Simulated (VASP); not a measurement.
Crystal: NaCl.

```xyz
2
Lattice="3.5022 0.0000 0.0000 0.0000 3.5022 0.0000 0.0000 0.0000 3.5022" Properties=species:S:1:pos:R:3 pbc="T T T"
Cl    1.7511    1.7511    1.7511
Na    0.0000    0.0000    0.0000
```

- Program: VASP 6.6.1
- Task: relaxation of cell and atoms
- Functional: PBEsol
- Potentials or basis: VASP PAW PBE potentials, release 64 (Cl, Na_pv)
- Cutoff: 600 eV
- k mesh: 8 × 8 × 8
- Occupations: fermi-dirac, width 0.05 eV
- Spin: no spin polarisation

At the start: pressure -1.2 GPa; volume 21.48 Å³/atom.

Where does the relaxation end?

Over 3 steps the energy falls by 3.9 meV/atom and the volume is 20.57 Å³/atom (-4.2 %); space group Pm-3m (No. 221, to 0.1 Å) before and after.

Step by step:
```
step  energy change (eV)  largest force (eV/Å)  pressure (GPa)  volume (Å³)
   1              0.0000                0.0000           -1.20        42.96
   2             -0.0058                0.0000           -0.63        41.96
   3             -0.0077                0.0000           -0.10        41.14
```

Final structure:
```cif
data_structure
_symmetry_space_group_name_H-M 'P 1'
_symmetry_Int_Tables_number 1
_cell_length_a 3.4523
_cell_length_b 3.4523
_cell_length_c 3.4523
_cell_angle_alpha 90.000
_cell_angle_beta 90.000
_cell_angle_gamma 90.000
_cell_volume 41.14
loop_
_atom_site_label
_atom_site_type_symbol
_atom_site_fract_x
_atom_site_fract_y
_atom_site_fract_z
_atom_site_occupancy
Cl1 Cl 0.50000 0.50000 0.50000 1
Na1 Na 0.00000 0.00000 0.00000 1
```

Caveat: the PAW data sets were made with another functional, which shifts forces and pressure a little.
